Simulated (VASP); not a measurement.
# ZnS (Cm) in VASP: further runs, part 2 of 2

VASP 6.6.1. Earlier steps stand in the parts before.

### Step 3. Single point, LDA (the part above a cut slid along it)

INCAR

```
PREC     = Accurate       # precision mode
ENCUT    = 520            # plane-wave cutoff, eV
EDIFF    = 1E-6           # SCF threshold, eV
ISMEAR   = 0              # smearing method
SIGMA    = 0.05           # smearing width, eV
LREAL    = F              # projectors in reciprocal space
LASPH    = T              # aspherical terms in the spheres
NELM     = 80             # most SCF steps
ALGO     = Normal         # electronic algorithm
ISIF     = 2              # what is computed and relaxed
LWAVE    = F              # write WAVECAR
LCHARG   = T              # write CHGCAR
LELF     = T              # ELF
LVHAR    = T            
NBANDS   = 36             # bands
```

KPOINTS

```
Automatic mesh
0
Gamma
  8 8 3
```

POSCAR

```
ZnS
1.0
    2.7046500000     -2.7046500000      0.0000000000
    2.7046500000      0.0000000000     -2.7046500000
    9.4662750000      3.3808125000      3.3808125000
Zn S
3 3
Direct
    0.5728916667      0.5728916667      0.1250333333
   -0.5937750000     -0.5937750000      0.7917000000
   -0.0104416667     -0.0104416667      0.4583666667
    0.0103916667      0.0103916667      0.8750333333
    0.5937250000      0.5937250000      0.5417000000
    0.1770583333      0.1770583333      0.2083666667
```

Potentials or basis: VASP PAW LDA potentials, release 64 (Zn, S).

The run is started by

```console
$ cat potpaw_LDA.64/Zn/POTCAR potpaw_LDA.64/S/POTCAR > POTCAR
$ mpirun -np 1 vasp_std > vasp.out
```

OUTCAR:

```text
PREC = Accurate
   ENCUT = 520
   EDIFF = 1E-6
   ISMEAR = 0
   LREAL = F
   LASPH = T
   NELM = 80
   ISIF = 2

 ion  position               nearest neighbor table
   1  0.573  0.573  0.125-   6 2.34   6 2.34   6 2.34   4 2.87
   2  0.406  0.406  0.792-   4 2.34   4 2.34   4 2.34   5 2.34
   3  0.990  0.990  0.458-   5 2.34   5 2.34   5 2.34   6 2.34
   4  0.010  0.010  0.875-   2 2.34   2 2.34   2 2.34   1 2.87
   5  0.594  0.594  0.542-   3 2.34   3 2.34   3 2.34   2 2.34
   6  0.177  0.177  0.208-   3 2.34   1 2.34   1 2.34   1 2.34

  LATTYP: Found a base centered monoclinic cell.
 ALAT       =     6.6250124328
 B/A-ratio  =     0.5773502692
 C/A-ratio  =     1.4361406616
 COS(beta)  =    -0.1740776560

  Lattice vectors:

 A1 = (   2.7046500000,  -2.7046500000,   0.0000000000)
 A2 = (   2.7046500000,   0.0000000000,  -2.7046500000)
 A3 = (   4.0569750000,   6.0854625000,   6.0854625000)

Analysis of symmetry for initial positions (statically):
=====================================================================
 Subroutine PRICEL returns:
[... 182 lines left out ...]
 cond. band min:       3.4578799212   @ k =   0.0000   0.0000   0.0000
 fundamental gap:      1.4255046889
 Fermi energy:         2.2884435344

 k-point     1 :       0.0000    0.0000    0.0000
  band No.  band energies     occupation
      1     -11.2287      2.00000
      2     -10.5914      2.00000
      3     -10.1210      2.00000
      4      -4.8455      2.00000
      5      -4.8365      2.00000
      6      -4.7504      2.00000
[... 925 lines left out ...]
     35       8.9674      0.00000
     36       9.3139      0.00000

 [... further k-points ...]

------------------------ aborting loop because EDIFF is reached ----------------------------------------

  FORCE on cell =-STRESS in cart. coord.  units (eV):
  Direction    XX          YY          ZZ          XY          YZ          ZX
  --------------------------------------------------------------------------------------
  -------------------------------------------------------------------------------------
  Total       -3.7005587     -4.2609666     -4.2609666      0.9122684     -0.5052301      0.9122684
  in kB      -49.9451608    -57.5087920    -57.5087920     12.3125712     -6.8189164     12.3125715
  external PRESSURE =     -54.9875816 kB  Pullay stress =       0.0000000 kB

 VOLUME and BASIS-vectors are now :
 -----------------------------------------------------------------------------
  energy-cutoff  :      520.00
  volume of cell :      118.71
      direct lattice vectors                 reciprocal lattice vectors
     2.704650000 -2.704650000  0.000000000     0.077027835 -0.292705772  0.077027835
     2.704650000  0.000000000 -2.704650000     0.077027835  0.077027835 -0.292705772
     9.466275000  3.380812500  3.380812500     0.061622268  0.061622268  0.061622268

 POSITION                                       TOTAL-FORCE (eV/Angst)
 -----------------------------------------------------------------------------------
      4.28254     -1.12676     -1.12676         0.333464     -0.101513     -0.101513
      9.69184      1.57789      1.57789         0.131645     -0.057689     -0.057689
      9.69184     -1.12676     -1.12676         0.139095      0.131819      0.131819
      8.33952      2.93022      2.93022        -0.231211      0.374133      0.374133
      8.33952      0.22557      0.22557        -0.177437     -0.133185     -0.133185
      2.93022      0.22557      0.22557        -0.195556     -0.213566     -0.213566
 -----------------------------------------------------------------------------------
    total drift:                                0.001863      0.000063      0.000063

  FREE ENERGIE OF THE ION-ELECTRON SYSTEM (eV)
  ---------------------------------------------------
  free  energy   TOTEN  =       -23.8433095099 eV

  energy  without entropy=      -23.8433095099  energy(sigma->0) =      -23.84330951
```

Wall time 6.5 min (1 thread of Intel Xeon 8259CL, shared host); peak memory 0.32 GiB.

Results:

```yaml
Free_energy: -23.8433 eV
Pressure: -5.5 GPa
Largest_force: 0.577 eV/Å
Band_gap_on_the_k_mesh: 1.43 eV
```

Forces in eV/Å, atoms in the order of the input:
```
Zn   0.333 -0.102 -0.102
Zn   0.132 -0.058 -0.058
Zn   0.139  0.132  0.132
S   -0.231  0.374  0.374
S   -0.177 -0.133 -0.133
S   -0.196 -0.214 -0.214
```

Stress tensor (GPa, compression positive):
```
-4.99  1.23  1.23
 1.23 -5.75 -0.68
 1.23 -0.68 -5.75
```

Levels at points of the mesh, in eV from the valence-band top:
| k point | band 24 | band 25 | band 26 | band 27 | band 28 | band 29 | band 30 | band 31 |
| --- | --- | --- | --- | --- | --- | --- | --- | --- |
| (0.00, 0.00, 0.00) | -0.52 | -0.16 | -0.03 | 0.00 | 1.43 | 2.94 | 3.25 | 6.04 |
| (0.50, 0.00, 0.00) | -1.96 | -1.57 | -1.23 | -0.88 | 1.87 | 3.53 | 3.95 | 4.63 |
| (0.50, 0.50, 0.00) | -1.72 | -1.51 | -1.17 | -1.08 | 1.71 | 3.48 | 4.12 | 4.52 |

Caveat: the cell differs from its parent crystal (the part above a cut slid along it); the cell stands under tension.
